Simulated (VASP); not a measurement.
Wanted: the native input for a VASP 6.6.1 run.

| Property | Result |
| --- | --- |
| Task | single point |
| Functional | PBEsol |
| Potentials or basis | VASP PAW PBE potentials, release 64 (F) |
| Cutoff | 600 eV |
| k mesh | 20 × 20 × 19 |
| Occupations | fermi-dirac, width 0.08 eV |
| Spin | no spin polarisation |
| Dipole correction | no |
| Further INCAR settings | ALGO = Normal; EDIFF = 1e-06; NBANDS = 10 |

The structure of F lies in POSCAR:

```
F
1.0
    2.0684069709      0.0000000000      0.0000000000
   -1.0342034855      1.7912929822      0.0000000000
    0.0000000000      0.0000000000      1.5816957776
F
1
Direct
    0.0000000000      0.0000000000      0.0000000000
```

The input as run:

INCAR

```
PREC     = Accurate       # precision mode
ENCUT    = 600            # plane-wave cutoff, eV
EDIFF    = 1E-6           # SCF threshold, eV
ISMEAR   = -1             # smearing method
SIGMA    = 0.08           # smearing width, eV
LREAL    = F              # projectors in reciprocal space
LASPH    = T              # aspherical terms in the spheres
NELM     = 120            # most SCF steps
ALGO     = Normal         # electronic algorithm
ISIF     = 2              # what is computed and relaxed
LWAVE    = F              # write WAVECAR
LCHARG   = F              # write CHGCAR
GGA      = PS             # functional
NBANDS   = 10             # bands
GGA_COMPAT= F
```

KPOINTS

```
Automatic mesh
0
Gamma
  20 20 19
```

Potentials or basis: VASP PAW PBE potentials, release 64 (F).

Launch:

```sh
$ cat potpaw_PBE.64/F/POTCAR > POTCAR
$ mpirun -np 1 vasp_std > vasp.out
```

Results of the run:

- Pressure: 128.7 GPa
- Band gap on the k mesh: zero (an odd number of electrons rules out a gap without spin polarisation)

Caveat: the cell stands under pressure; the PAW data sets were made with another functional, which shifts forces and pressure a little; an odd number of electrons without spin polarisation forces a metal; a magnetic or distorted state may lie lower.

Wall time 21 s on 1 thread of AMD EPYC 7R13 Processor (Zen 3), on a shared host, peak memory 0.09 GiB.
